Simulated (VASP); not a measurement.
LiSe4, 5 atoms in the cell. The structure is orthorhombic, space group Cmmm (No. 65). Conventional cell: a = 8.952 Å, b = 8.952 Å, c = 4.115 Å, α = 90.00°, β = 90.00°, γ = 90.00°. Within 3.6 Å of Li (site symmetry mmm) lie 6 Se at 2.70 to 2.73 Å. Within 3.6 Å of Se (site symmetry 2mm) lie 1 Li at 2.73 Å and 1 Se at 3.49 Å. Se (site symmetry m2m) has 2 Li at 2.70 Å and 1 Se at 3.49 Å within 3.6 Å.  This cell differs from its parent crystal: atoms taken out.

```yaml
Program: VASP 6.6.1
Task: relaxation of cell and atoms
Functional: PBE
Potentials_or_basis: VASP PAW PBE potentials, release 64 (Li_sv, Se)
Cutoff: 600 eV
k_mesh: 4 × 4 × 4
Occupations: gaussian, width 0.1 eV
Spin: no spin polarisation
Dipole_correction: no
Further_INCAR_settings: ALGO = Normal; EDIFF = 1e-06; IBRION = 2; EDIFFG = -0.04; NSW = 90; ISIF = 3
```

Potentials or basis: VASP PAW PBE potentials, release 64 (Li_sv, Se).

Run with:

```console
$ cat potpaw_PBE.64/Li_sv/POTCAR potpaw_PBE.64/Se/POTCAR > POTCAR
$ mpirun -np 1 vasp_std > vasp.out
```

Hardware: 1 thread of AMD EPYC 9R45 96-Core Processor (Zen 5), on a shared host.

**Question.** How long does it take, and how much memory?

**Answer.** It took 27 min on 1 thread of AMD EPYC 9R45 96-Core Processor (Zen 5), on a shared host, peak memory 0.33 GiB. Counts: scf iterations 374, k points 21, ion steps 44.
